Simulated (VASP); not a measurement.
# BAs (zincblende type) (F-43m) in VASP: further runs

BAs (zincblende type) is run at these levels: PBE; tasks: single point.

All numbers are computed with VASP 6.6.1; they aren't measurements. Logs are shortened: lines on timing, memory, paths and dates and some standing lists are left out, and cuts for length are marked.

## (1) The cell of the first run

The structure is cubic, space group F-43m (No. 216). The conventional cell has a = 4.145 Å, b = 4.145 Å, c = 4.145 Å, α = 90.00°, β = 90.00°, γ = 90.00°. Within 2.4 Å of B (site symmetry -43m) lie 4 As at 1.79 Å. Within 2.4 Å of As (site symmetry -43m) lie 4 B at 1.79 Å.

## (2) Single point, PBE (volume scaled by 0.64)

Input file INCAR:

```
ALGO = Normal
EDIFF = 1E-7
ENCUT = 520
GGA = PE
ISIF = 2
ISMEAR = -1
LASPH = True
LCHARG = True
LELF = True
LREAL = False
LVHAR = True
LWAVE = False
NBANDS = 11
NELM = 80
PREC = Accurate
SIGMA = 0.08
```

Input file KPOINTS:

```
k-points
0
Gamma
  14 14 14
```

Input file POSCAR:

```
BAs
1.0
    0.0000000000      2.0722728826      2.0722728826
    2.0722728826      0.0000000000      2.0722728826
    2.0722728826      2.0722728826      0.0000000000
B As
1 1
Direct
    0.0000000000      0.0000000000      0.0000000000
    0.2500000000      0.2500000000      0.2500000000
```

Potentials or basis: VASP PAW PBE potentials, release 64 (B, As).

On the command line:

```console
$ cat potpaw_PBE.64/B/POTCAR potpaw_PBE.64/As/POTCAR > POTCAR
$ mpirun -np 1 vasp_std > vasp.out
```

OUTCAR:

```text
EDIFF = 1E-7
   ENCUT = 520
   GGA = PE
   ISIF = 2
   ISMEAR = -1
   LASPH = True
   LREAL = False
   NELM = 80
   PREC = Accurate

 ion  position               nearest neighbor table
   1  0.000  0.000  0.000-   2 1.79   2 1.79   2 1.79   2 1.79
   2  0.250  0.250  0.250-   1 1.79   1 1.79   1 1.79   1 1.79

  LATTYP: Found a face centered cubic cell.
 ALAT       =     4.1445457652

  Lattice vectors:

 A1 = (   0.0000000000,   2.0722728826,   2.0722728826)
 A2 = (   2.0722728826,   0.0000000000,   2.0722728826)
 A3 = (   2.0722728826,   2.0722728826,   0.0000000000)

Analysis of symmetry for initial positions (statically):
=====================================================================
 Subroutine PRICEL returns:
 Original cell was already a primitive cell.

 Routine SETGRP: Setting up the symmetry group for a
 face centered cubic supercell.

 Subroutine GETGRP returns: Found 24 space group operations
 (whereof 24 operations were pure point group operations)
 out of a pool of 48 trial point group operations.

The static configuration has the point symmetry T_d .

Analysis of symmetry for dynamics (positions and initial velocities):
=====================================================================
 Subroutine PRICEL returns:
 Original cell was already a primitive cell.

 Routine SETGRP: Setting up the symmetry group for a
 face centered cubic supercell.

 Subroutine GETGRP returns: Found 24 space group operations
 (whereof 24 operations were pure point group operations)
 out of a pool of 48 trial point group operations.

The dynamic configuration has the point symmetry T_d .

 Subroutine INISYM returns: Found 24 space group operations
 (whereof 24 operations are pure point group operations),
 and found     1 'primitive' translations

----------------------------------------------------------------------------------------

                                     Primitive cell

  volume of cell :      17.7980

  direct lattice vectors                    reciprocal lattice vectors
     0.000000000  2.072272883  2.072272883    -0.241280965  0.241280965  0.241280965
     2.072272883  0.000000000  2.072272883     0.241280965 -0.241280965  0.241280965
     2.072272883  2.072272883  0.000000000     0.241280965  0.241280965 -0.241280965

  length of vectors
     2.930636416  2.930636416  2.930636416     0.417910890  0.417910890  0.417910890

  position of ions in fractional coordinates (direct lattice)
     0.000000000  0.000000000  0.000000000
     0.250000000  0.250000000  0.250000000

  ion indices of the primitive-cell ions
   primitive index   ion index
                 1           1
                 2           2

----------------------------------------------------------------------------------------

 KPOINTS: k-points

Automatic generation of k-mesh.
 Grid dimensions read from file:
 generate k-points for:   14   14   14

 Generating k-lattice:

  Cartesian coordinates                     Fractional coordinates (reciprocal lattice)
    -0.017234355  0.017234355  0.017234355     0.071428571  0.000000000  0.000000000
     0.017234355 -0.017234355  0.017234355     0.000000000  0.071428571  0.000000000
     0.017234355  0.017234355 -0.017234355     0.000000000  0.000000000  0.071428571

  Length of vectors
     0.029850778  0.029850778  0.029850778

  Shift w.r.t. Gamma in fractional coordinates (k-lattice)
     0.000000000  0.000000000  0.000000000

 Subroutine IBZKPT returns following result:
 ===========================================

 Found    104 irreducible k-points:

 Following reciprocal coordinates:
            Coordinates               Weight
  0.000000  0.000000  0.000000      1.000000
  0.071429  0.000000  0.000000      8.000000
  0.142857  0.000000  0.000000      8.000000
  0.214286  0.000000  0.000000      8.000000
  0.285714  0.000000  0.000000      8.000000
  0.357143  0.000000  0.000000      8.000000
[... 16 lines left out ...]
  0.214286  0.142857  0.000000     24.000000
  0.285714  0.142857  0.000000     24.000000
 [... further k-points ...]
   k-points           NKPTS =    104   k-points in BZ     NKDIM =    104   number of bands    NBANDS=     11
   number of dos      NEDOS =    301   number of ions     NIONS =      2
   total plane-waves  NPLWV =  13824
   dimension x,y,z NGX =    24 NGY =   24 NGZ =   24
   dimension x,y,z NGXF=    48 NGYF=   48 NGZF=   48
   ions per type =               1   1
   NGX,Y,Z   is equivalent  to a cutoff of  13.61, 13.61, 13.61 a.u.
   NGXF,Y,Z  is equivalent  to a cutoff of  27.23, 27.23, 27.23 a.u.
 SYSTEM =  unknown system
   PREC   = accura    normal or accurate (medium, high low for compatibility)
   ISTART =      0    job   : 0-new  1-cont  2-samecut
   ICHARG =      2    charge: 1-file 2-atom 10-const
   ISPIN  =      1    spin polarized calculation?
   LNONCOLLINEAR =      F non collinear calculations
   LSORBIT =      F    spin-orbit coupling
   LASPH  =      T    aspherical Exc in radial PAW
   ENCUT  =  520.0 eV  38.22 Ry    6.18 a.u.   5.45  5.45  5.45*2*pi/ulx,y,z
   NELM   =     80;   NELMIN=  2; NELMDL= -5     # of ELM steps
   EDIFF  = 0.1E-06   stopping-criterion for ELM
   LREAL  =      F    real-space projection
   EDIFFG = 0.1E-05   stopping-criterion for IOM
   NSW    =      0    number of steps for IOM
   IBRION =     -1    ionic relax: 0-MD 1-quasi-New 2-CG
   NFREE  =      0    steps in history (QN), initial steepest desc. (CG)
   ISIF   =      2    stress and relaxation
   ISYM   =      2    0-nonsym 1-usesym 2-fastsym
   POTIM  = 0.5000    time-step for ionic-motion
   TEBEG  =    0.0;   TEEND  =   0.0 temperature during run
   PSTRESS=    0.0 pullay stress
   NELECT =       8.0000    total number of electrons
   NUPDOWN=      -1.0000    fix difference up-down
   EMIN   =  10.00;   EMAX   =-10.00  energy-range for DOS
   EFERMI =   0.00;   METHOD = LEGACY
   ISMEAR =    -1;   SIGMA  =   0.08  broadening in eV -4-tet -1-fermi 0-gaus
   EFERMI_NEDOS =   21; number of points for ismear=-14 and -15
   IALGO  =     38    algorithm
   IMIX   =      4    mixing-type and parameters
     AMIX     =   0.40;   BMIX     =  1.00
     AMIX_MAG =   1.60;   BMIX_MAG =  1.00
  volume/ion in A,a.u.               =       8.90        60.05
  Fermi-wavevector in a.u.,A,eV,Ry     =   1.254049  2.369809 21.397056  1.572639
  Thomas-Fermi vector in A             =   2.387873
   LORBIT       =      0    0 simple, 1 ext, 2 COOP (PROOUT), +10 PAW based schemes
   GGA     = PE    functional components
[... 5 lines left out ...]
 non-spin polarized calculation
  energy-cutoff  :      520.00
  volume of cell :       17.80
 maximum number of plane-waves:       531
 NGX is ok and might be reduce to    24
   NGX = 11   NGY = 11   NGZ = 11

 number of electron       8.0000000 magnetization

 Free energy of the ion-electron system (eV)
  ---------------------------------------------------
  ext. energy  EPLUGINS =         0.00000000
  ---------------------------------------------------
  free energy    TOTEN  =        -8.21966015 eV

  energy without entropy =       -8.21958571  energy(sigma->0) =       -8.21962293

 E-fermi :  12.0547     XC(G=0): -12.5263

 val. band max:       11.7418961485   @ k =   0.0000   0.0000   0.0000
 cond. band min:      12.4224383264   @ k =   0.4286   0.4286   0.0000
 fundamental gap:      0.6805421779
 Fermi energy:        12.0546651331

 k-point     1 :       0.0000    0.0000    0.0000
  band No.  band energies     occupation
      1      -8.3126      2.00000
      2      11.7419      1.96069
      3      11.7419      1.96069
      4      11.7419      1.96069
      5      15.8061      0.00000
      6      15.8061      0.00000
      7      15.8061      0.00000
      8      21.6613      0.00000
      9      24.6435      0.00000
     10      26.7089      0.00000
     11      26.7089      0.00000

 k-point     2 :       0.0714    0.0000    0.0000
  band No.  band energies     occupation
      1      -8.1930      2.00000
      2      10.7124      2.00000
      3      11.4868      1.99835
      4      11.4868      1.99835
      5      16.1365      0.00000
      6      16.1365      0.00000
      7      16.2726      0.00000
      8      21.7355      0.00000
      9      25.1524      0.00000
     10      25.4608      0.00000
     11      25.4608      0.00000

 k-point     3 :       0.1429    0.0000    0.0000
  band No.  band energies     occupation
      1      -7.8351      2.00000
      2       8.6174      2.00000
      3      10.9275      2.00000
      4      10.9275      2.00000
      5      16.8370      0.00000
      6      16.8370      0.00000
      7      16.8610      0.00000
      8      21.8826      0.00000
      9      24.3340      0.00000
     10      24.3340      0.00000
     11      25.9612      0.00000

 k-point     4 :       0.2143    0.0000    0.0000
  band No.  band energies     occupation
      1      -7.2421      2.00000
      2       6.2867      2.00000
      3      10.3312      2.00000
      4      10.3312      2.00000
      5      17.1745      0.00000
      6      17.3934      0.00000
      7      17.3934      0.00000
      8      21.9126      0.00000
      9      24.0232      0.00000
     10      24.0232      0.00000
     11      26.2542      0.00000
[... 239 lines left out ...]
 k-point    22 :       0.1429    0.1429    0.0000
  band No.  band energies     occupation
      1      -7.6758      2.00000
      2       9.5507      2.00000
      3       9.5507      2.00000
      4      10.1734      2.00000
      5      14.5032      0.00000
      6      18.6461      0.00000
      7      18.6461      0.00000
      8      19.8179      0.00000
      9      24.1288      0.00000
     10      27.3190      0.00000
     11      27.5528      0.00000

 k-point    23 :       0.2143    0.1429    0.0000
  band No.  band energies     occupation
      1      -7.2400      2.00000
      2       7.8833      2.00000
      3       8.8971      2.00000
      4       9.7915      2.00000
      5      14.5045      0.00000
      6      18.7823      0.00000
      7      19.4882      0.00000
      8      19.5515      0.00000
      9      24.6840      0.00000
     10      26.9725      0.00000
     11      28.3337      0.00000

 k-point    24 :       0.2857    0.1429    0.0000
  band No.  band energies     occupation
      1      -6.5724      2.00000
      2       5.7209      2.00000
      3       8.4038      2.00000
      4       9.2038      2.00000
      5      14.9372      0.00000
      6      18.4402      0.00000
      7      19.9558      0.00000
      8      19.9593      0.00000
      9      25.2101      0.00000
     10      27.0915      0.00000
     11      28.3022      0.00000

 [... further k-points ...]
[... 5 lines left out ...]
  --------------------------------------------------------------------------------------
  -------------------------------------------------------------------------------------
  Total       16.2939655     16.2939655     16.2939655     -0.0000000     -0.0000000     -0.0000000
  in kB     1466.7852924   1466.7852924   1466.7852924     -0.0000000     -0.0000000     -0.0000000
  external PRESSURE =    1466.7852924 kB  Pullay stress =       0.0000000 kB

 VOLUME and BASIS-vectors are now :
 -----------------------------------------------------------------------------
  energy-cutoff  :      520.00
  volume of cell :       17.80
      direct lattice vectors                 reciprocal lattice vectors
     0.000000000  2.072272883  2.072272883    -0.241280965  0.241280965  0.241280965
     2.072272883  0.000000000  2.072272883     0.241280965 -0.241280965  0.241280965
     2.072272883  2.072272883  0.000000000     0.241280965  0.241280965 -0.241280965

 POSITION                                       TOTAL-FORCE (eV/Angst)
 -----------------------------------------------------------------------------------
      0.00000      0.00000      0.00000        -0.000000     -0.000000     -0.000000
      1.03614      1.03614      1.03614         0.000000      0.000000      0.000000
 -----------------------------------------------------------------------------------
    total drift:                               -0.000000     -0.000000     -0.000000

  FREE ENERGIE OF THE ION-ELECTRON SYSTEM (eV)
  ---------------------------------------------------
  free  energy   TOTEN  =        -8.2196601527 eV

  energy  without entropy=       -8.2195857055  energy(sigma->0) =       -8.21962293
```

Run time: 48 s. Hardware: 1 thread of AMD EPYC 7R13, shared host; peak memory 0.12 GiB.

What came out:

```
Free energy            : -8.2197 eV
Pressure               : 146.7 GPa
Band gap on the k mesh : 0.68 eV, indirect (least direct gap 4.05 eV)
```

Levels at points of the mesh, in eV from the valence-band top:
```
           k point  band 2  band 3  band 4  band 5  band 6  band 7
(0.00, 0.00, 0.00)    0.00    0.00    0.00    4.06    4.06    4.06
(0.50, 0.00, 0.00)  -12.59   -2.61   -2.61    5.21    5.21    5.72
(0.50, 0.50, 0.00)  -11.35   -6.16   -6.16    0.73    1.03   15.91
```

[end of part 1 of 2]
